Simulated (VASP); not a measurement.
Input of a VASP 6.6.1 run:

File INCAR:

```
SYSTEM = MgO
PREC = Accurate
ENCUT = 520
EDIFF = 1E-8
ISMEAR = 0
SIGMA = 0.01
LREAL = .FALSE.
LASPH = .TRUE.
NELM = 60
ALGO = Normal
ISIF = 2
LWAVE = .FALSE.
LCHARG = .TRUE.
GGA = CA
NBANDS = 11
IBRION = 8
NSW = 1
```

KPOINTS

```
Automatic mesh
0
G
  10 10 10
  0 0 0
```

The input POSCAR:

```
MgO
1.0
    2.0285805629      2.0285805629      0.0000000000
   -2.0285805629      2.0285805629      0.0000000000
    0.0000000000      2.0285805629      2.0285805629
Mg O
1 1
Direct
    0.0000000000      0.0000000000      0.0000000000
    0.5000000000      0.5000000000      0.0000000000
```

Potentials or basis: VASP PAW LDA potentials, release 64 (Mg, O).

Launch:

```sh
$ cat potpaw_LDA.64/Mg/POTCAR potpaw_LDA.64/O/POTCAR > POTCAR
$ mpirun -np 1 vasp_std > vasp.out
```

Problem. What does it give for the highest phonon frequency at Γ, LO-TO splitting left out?

Solution. 488 cm⁻¹.

Phonon frequencies in cm⁻¹ (negative: imaginary):
```tsv
q point	frequencies
(0.000, 0.000, 0.000)	0 0 0 488 488 488
```

Caveat: the cell wasn't relaxed at this level first, which shifts response properties.
